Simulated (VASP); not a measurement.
# TaBi2O5 (Cmcm) in VASP: notebook, part 2 of 2

VASP 6.6.1. Earlier steps stand in the parts before.

### 3 Relaxation of cell and atoms, PBE

This run uses another cell than the first one, of 14.83 Å³/atom.

Contents of INCAR:

```
SYSTEM = TaBi2O5
ALGO = Normal
EDIFF = 1E-6
EDIFFG = -0.08
ENCUT = 600
GGA = PE
IBRION = 2
ISIF = 3
ISMEAR = 0
LASPH = .TRUE.
LCHARG = .FALSE.
LREAL = Auto
LWAVE = .FALSE.
NELM = 80
NSW = 36
PREC = Accurate
SIGMA = 0.15
```

Contents of KPOINTS:

```
k-points
0
G
  3 3 1
  0 0 0
```

Contents of POSCAR:

```
TaBi2O5
1.0
    2.0350000000     -5.3500000000      0.0000000000
    2.0350000000      5.3500000000      0.0000000000
    0.0000000000      0.0000000000     10.9000000000
Ta Bi O
2 4 10
Direct
    0.1900000000      0.8100000000      0.2500000000
    0.8100000000      0.1900000000      0.7500000000
    0.8650000000      0.1350000000      0.0650000000
    0.8650000000      0.1350000000      0.4350000000
    0.1350000000      0.8650000000      0.9350000000
    0.1350000000      0.8650000000      0.5650000000
    0.0480000000      0.9520000000      0.1150000000
    0.0480000000      0.9520000000      0.3850000000
    0.3110000000      0.6890000000      0.4300000000
    0.3110000000      0.6890000000      0.0700000000
    0.9520000000      0.0480000000      0.8850000000
    0.9520000000      0.0480000000      0.6150000000
    0.6890000000      0.3110000000      0.9300000000
    0.6890000000      0.3110000000      0.5700000000
    0.2350000000      0.7650000000      0.7500000000
    0.7650000000      0.2350000000      0.2500000000
```

Potentials or basis: VASP PAW PBE potentials, release 64 (Ta_pv, Bi_d, O).

Launch:

```
$ cat potpaw_PBE.64/Ta_pv/POTCAR potpaw_PBE.64/Bi_d/POTCAR potpaw_PBE.64/O/POTCAR > POTCAR
$ mpirun -np 1 vasp_std > vasp.out
```

Run time: 41 min. Hardware: 1 thread of Intel Xeon 6975P-C (Granite Rapids), shared host; peak memory 0.56 GiB.

Results (log left out):

```yaml
Free_energy: -117.4973 eV
Relaxed_volume: 16.62 Å³/atom
Relaxed_cell: a = 6.497 Å, b = 6.497 Å, c = 10.761 Å, α = 90.00°, β = 90.00°, γ = 144.17°
Space_group_after_relaxing_to_0.1_Å: Cmcm (No. 63)
Energy_gained_by_relaxing: 736.4 meV/atom
Ionic_steps: 28
Pressure_after_relaxing: 0.4 GPa
Largest_force_after_relaxing: 0.062 eV/Å
Band_gap_on_the_k_mesh: 0.63 eV (least direct gap 0.79 eV)
```

Forces in eV/Å, atoms in the order of the input:
```
Ta   0.000 -0.015  0.000
Ta   0.000  0.015  0.000
Bi   0.000  0.037  0.031
Bi   0.000  0.037 -0.031
Bi   0.000 -0.037 -0.031
Bi   0.000 -0.037  0.031
O    0.000 -0.052 -0.034
O    0.000 -0.052  0.034
O    0.000  0.015 -0.005
O    0.000  0.015  0.005
O    0.000  0.052  0.034
O    0.000  0.052 -0.034
O    0.000 -0.015 -0.005
O    0.000 -0.015  0.005
O    0.000 -0.013  0.000
O    0.000  0.013  0.000
```

Stress tensor (GPa, compression positive):
```
0.49 0.00 0.00
0.00 0.16 0.00
0.00 0.00 0.62
```

The path:
```csv
step,energy change (eV),largest force (eV/Å),pressure (GPa),volume (Å³)
1,0.0000,5.6779,25.74,237.34
2,-4.5570,2.5333,-15.77,328.77
3,-6.0896,2.1100,-7.43,289.99
4,-7.7656,2.5501,3.16,275.31
5,-7.8053,1.7156,1.34,277.06
6,-8.7519,1.2754,0.65,276.82
7,-9.0721,1.4925,1.28,276.43
8,-9.7921,2.6103,-3.05,281.88
9,-9.8637,2.9028,-4.26,283.72
10,-10.5623,1.1891,-0.56,274.47
11,-10.6171,1.4964,0.98,271.32
12,-10.9237,0.6701,-0.48,270.51
13,-10.9711,0.8330,-1.20,270.02
14,-11.1975,0.5743,0.37,265.58
15,-11.2642,0.6678,2.10,261.23
16,-11.4343,0.6965,0.04,263.79
17,-11.4427,0.7031,-0.52,264.57
18,-11.5693,0.5069,0.84,263.94
19,-11.5835,0.5743,1.55,263.64
20,-11.6718,0.3770,0.11,266.62
21,-11.6926,0.4989,-0.92,268.94
22,-11.7446,0.2365,-0.44,268.02
23,-11.7681,0.2184,0.34,266.72
24,-11.7684,0.2122,0.25,266.87
25,-11.7748,0.1599,-0.31,267.36
26,-11.7756,0.1236,-0.19,267.24
27,-11.7806,0.0846,0.00,266.82
28,-11.7832,0.0622,0.42,265.91
```

Final structure:
```xyz
16
Lattice="1.9986 -6.1819 0.0000 1.9986 6.1819 0.0000 0.0000 0.0000 10.7609" Properties=species:S:1:pos:R:3 pbc="T T T"
Ta    1.9986    4.2750    2.6902
Ta    1.9986   -4.2750    8.0706
Bi    1.9986   -4.5200    0.9841
Bi    1.9986   -4.5200    4.3964
Bi    1.9986    4.5200    9.7768
Bi    1.9986    4.5200    6.3645
O     1.9986    5.5135    1.2044
O     1.9986    5.5135    4.1760
O     1.9986    2.7714    4.1909
O     1.9986    2.7714    1.1895
O     1.9986   -5.5135    9.5564
O     1.9986   -5.5135    6.5849
O     1.9986   -2.7714    9.5713
O     1.9986   -2.7714    6.5700
O     1.9986    2.2154    8.0706
O     1.9986   -2.2154    2.6902
```

Levels at points of the mesh, in eV from the valence-band top:
```csv
k point,band 68,band 69,band 70,band 71,band 72,band 73,band 74,band 75
"(0.00, 0.00, 0.00)",-2.44,-2.21,-1.87,-0.47,0.85,2.00,2.00,2.00
```

Caveat: the k points lie up to 0.58 Å⁻¹ apart in the final cell; spin-orbit coupling is left out, which moves the levels of the heavy elements; an odd mesh through Γ misses points on the zone boundary, where band edges can lie; the relaxation stopped at a loose force limit of 0.08 eV/Å, so its end isn't a converged minimum.

### 4 Single point, PBE, collinear spin

This run uses another cell than the first one, of 16.74 Å³/atom.

Contents of INCAR:

```
  ALGO = Fast
  EDIFF = 1E-7
  ENCUT = 520
  GGA = PE
  ISIF = 2
  ISMEAR = 0
  ISPIN = 2
  LASPH = True
  LCHARG = False
  LMAXMIX = 4
  LORBIT = 11
  LREAL = Auto
  LWAVE = False
  MAGMOM = 1 1 0 0 0 0 0 0 0 0 0 0 0 0 0 0
  NBANDS = 89
  NELM = 150
  PREC = Accurate
  SIGMA = 0.1
```

Contents of KPOINTS:

```
k-points
0
Gamma
  4 4 2
```

Contents of POSCAR:

```
TaBi2O5
1.0
    2.0102911421     -6.2338163694      0.0000000000
    2.0102911421      6.2338163694      0.0000000000
    0.0000000000      0.0000000000     10.6840349173
Ta Bi O
2 4 10
Direct
    0.1562238535      0.8437761465      0.2500000000
    0.8437761465      0.1562238535      0.7500000000
    0.8629846182      0.1370153818      0.0915931733
    0.8629846182      0.1370153818      0.4084068267
    0.1370153818      0.8629846182      0.9084068267
    0.1370153818      0.8629846182      0.5915931733
    0.0535440967      0.9464559033      0.1170383630
    0.0535440967      0.9464559033      0.3829616370
    0.2757235941      0.7242764059      0.3924778936
    0.2757235941      0.7242764059      0.1075221064
    0.9464559033      0.0535440967      0.8829616370
    0.9464559033      0.0535440967      0.6170383630
    0.7242764059      0.2757235941      0.8924778936
    0.7242764059      0.2757235941      0.6075221064
    0.3179446497      0.6820553503      0.7500000000
    0.6820553503      0.3179446497      0.2500000000
```

Launch:

```
$ cat potpaw_PBE.64/Ta_pv/POTCAR potpaw_PBE.64/Bi_d/POTCAR potpaw_PBE.64/O/POTCAR > POTCAR
$ mpirun -np 1 vasp_std > vasp.out
```

Run time: 72 min. Hardware: 1 thread of Oxide Virtual Turin-like, shared host; peak memory 0.84 GiB.

It converged, with:

```yaml
Free_energy: -117.1189 eV
Pressure: 0.3 GPa
Largest_force: 0.124 eV/Å
Band_gap_on_the_k_mesh: zero (filled and empty bands overlap)
Net_moment: 0.00 μB per cell
Valence_electrons_inside_the_program's_atomic_spheres: Ta 8.75; Bi 12.54; O 5.01, 5.00, 5.04 (each value once)
```

Forces on the atoms (eV/Å):
```
Ta   0.000 -0.086  0.000
Ta   0.000  0.086  0.000
Bi   0.000 -0.006 -0.034
Bi   0.000 -0.006  0.034
Bi   0.000  0.006  0.034
Bi   0.000  0.006 -0.034
O    0.000  0.059 -0.109
O    0.000  0.059  0.109
O    0.000 -0.015  0.047
O    0.000 -0.015 -0.047
O    0.000 -0.059  0.109
O    0.000 -0.059 -0.109
O    0.000  0.015  0.047
O    0.000  0.015 -0.047
O    0.000 -0.006  0.000
O    0.000  0.006  0.000
```

Stress tensor (GPa, compression positive):
```
0.13 0.00 0.00
0.00 0.54 0.00
0.00 0.00 0.35
```

Levels at points of the mesh, in eV from the Fermi level:
Spin up:
| k point | band 68 | band 69 | band 70 | band 71 | band 72 | band 73 | band 74 | band 75 |
| --- | --- | --- | --- | --- | --- | --- | --- | --- |
| (0.00, 0.00, 0.00) | -3.12 | -2.82 | -2.47 | -1.12 | 0.20 | 1.34 | 1.45 | 1.48 |
| (0.50, 0.00, 0.00) | -2.86 | -2.51 | -1.93 | -0.83 | -0.15 | 1.00 | 1.07 | 1.40 |
| (0.50, 0.50, 0.00) | -2.75 | -2.66 | -2.49 | -0.28 | -0.12 | 1.04 | 1.11 | 1.23 |
| (0.00, 0.00, 0.50) | -3.40 | -2.77 | -2.77 | -0.13 | -0.13 | 1.34 | 1.34 | 1.48 |
| (0.50, 0.00, 0.50) | -2.88 | -2.30 | -2.30 | 0.17 | 0.17 | 0.90 | 0.90 | 1.63 |
| (0.50, 0.50, 0.50) | -2.85 | -2.63 | -2.63 | 0.33 | 0.33 | 1.11 | 1.11 | 1.28 |
Spin down:
```
           k point  band 69  band 70  band 71  band 72  band 73  band 74
(0.00, 0.00, 0.00)    -2.82    -2.47    -1.12     0.20     1.34     1.45
(0.50, 0.00, 0.00)    -2.51    -1.93    -0.83    -0.15     1.00     1.07
(0.50, 0.50, 0.00)    -2.66    -2.49    -0.28    -0.12     1.04     1.11
(0.00, 0.00, 0.50)    -2.77    -2.77    -0.13    -0.13     1.34     1.34
(0.50, 0.00, 0.50)    -2.30    -2.30     0.17     0.17     0.90     0.90
(0.50, 0.50, 0.50)    -2.63    -2.63     0.33     0.33     1.11     1.11
```

Caveat: the k points lie up to 0.41 Å⁻¹ apart; spin-orbit coupling is left out, which moves the levels of the heavy elements.

### 5 Overview

| task | spin | cell | k mesh | cutoff (eV) | smearing | gap on the mesh (eV) | pressure (GPa) | largest force (eV/Å) |
| --- | --- | --- | --- | --- | --- | --- | --- | --- |
| single point | off | a = 6.472, b = 6.472, c = 10.817 Å, angles 90.0, 90.0, 143.9°, 16 atoms, atomic positions A | 3 × 3 × 1 | 520 | gaussian 0.15 eV | 0.64 | 0.3 | 0.11 |
| relaxation of cell and atoms | off | relaxed from a = 5.724, b = 5.724, c = 10.900 Å, angles 90.0, 90.0, 138.3°, 16 atoms, atomic positions B | 3 × 3 × 1 | 600 | gaussian 0.15 eV | 0.63 | 0.4 | 0.06 |
| single point | collinear | a = 6.550, b = 6.550, c = 10.684 Å, angles 90.0, 90.0, 144.3°, 16 atoms, atomic positions C | 4 × 4 × 2 | 520 | gaussian 0.1 eV | none | 0.3 | 0.12 |

Alike in all rows: level PBE; potentials or basis VASP PAW PBE potentials, release 64 (Ta_pv, Bi_d, O).

Caveats: all runs use coarse meshes; spin-orbit coupling is left out, which moves the levels of the heavy elements; an odd mesh through Γ misses points on the zone boundary, where band edges can lie (at least some runs); the relaxation stopped at a loose force limit of 0.08 eV/Å, so its end isn't a converged minimum (at least some runs).

Total energies depend on the potentials used, so only differences within one code and one set of settings carry meaning.
